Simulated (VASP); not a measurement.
The system is GaB2As3.

```
Ga B As
1.0
     5.49977   -3.17529    0.00000
     5.49977    3.17529    0.00000
     0.00000    0.00000    6.04670
Ga B As
2 4 6
Direct
  0.83333 0.16667 0.49998
  0.16667 0.83333 0.99998
  0.16667 0.50000 0.49998
  0.50000 0.83333 0.49998
  0.50000 0.16667 0.99998
  0.83333 0.50000 0.99998
  0.16667 0.50000 0.87402
  0.83333 0.16667 0.87402
  0.50000 0.83333 0.87402
  0.50000 0.16667 0.37402
  0.16667 0.83333 0.37402
  0.83333 0.50000 0.37402
```

```yaml
Program: VASP 6.6.1
Task: relaxation of cell and atoms
Functional: PBE
Potentials_or_basis: VASP PAW PBE potentials, release 64 (Ga_d, B, As)
Cutoff: 600 eV
k_mesh: 3 × 3 × 4
Occupations: gaussian, width 0.1 eV
Spin: no spin polarisation
```

At the start: pressure -0.5 GPa; volume 17.60 Å³/atom.

Task: Where does the relaxation end?

Result: Over 14 steps the energy falls by 270.0 meV/atom and the volume is 16.66 Å³/atom (-5.3 %); space group Cmc2_1 (No. 36, to 0.05 Å).

The path:
| step | energy change (eV) | largest force (eV/Å) | pressure (GPa) | volume (Å³) |
| --- | --- | --- | --- | --- |
| 1 | 0.0000 | 4.1717 | -0.47 | 211.19 |
| 2 | -2.6704 | 1.5206 | -3.59 | 209.60 |
| 3 | -2.9677 | 0.7292 | -3.79 | 208.76 |
| 4 | -3.1487 | 0.4288 | 2.72 | 195.09 |
| 5 | -3.1662 | 0.5030 | 1.07 | 198.07 |
| 6 | -3.2257 | 0.1274 | 0.26 | 199.47 |
| 7 | -3.2285 | 0.0962 | 0.06 | 199.85 |
| 8 | -3.2324 | 0.0965 | -0.08 | 200.15 |
| 9 | -3.2324 | 0.1018 | -0.09 | 200.18 |
| 10 | -3.2359 | 0.0653 | -0.05 | 200.09 |
| 11 | -3.2377 | 0.0954 | 0.01 | 199.97 |
| 12 | -3.2395 | 0.0432 | 0.01 | 199.95 |
| 13 | -3.2397 | 0.0564 | 0.01 | 199.94 |
| 14 | -3.2404 | 0.0400 | 0.00 | 199.97 |

Final structure:
```xyz
12
Lattice="5.4047 -3.1233 0.0000 5.4047 3.1233 0.0000 0.0000 0.0000 5.9233" Properties=species:S:1:pos:R:3 pbc="T T T"
Ga    5.4047   -2.0525    2.9655
Ga    5.4047    2.0525    0.0039
B     3.5418    0.9775    2.9504
B     7.2676    0.9775    2.9504
B     3.5418   -0.9775    5.9120
B     7.2676   -0.9775    5.9120
As    3.3838    0.9499    5.0818
As    5.4047   -1.7978    5.3859
As    7.4256    0.9499    5.0818
As    3.3838   -0.9499    2.1201
As    5.4047    1.7978    2.4242
As    7.4256   -0.9499    2.1201
```
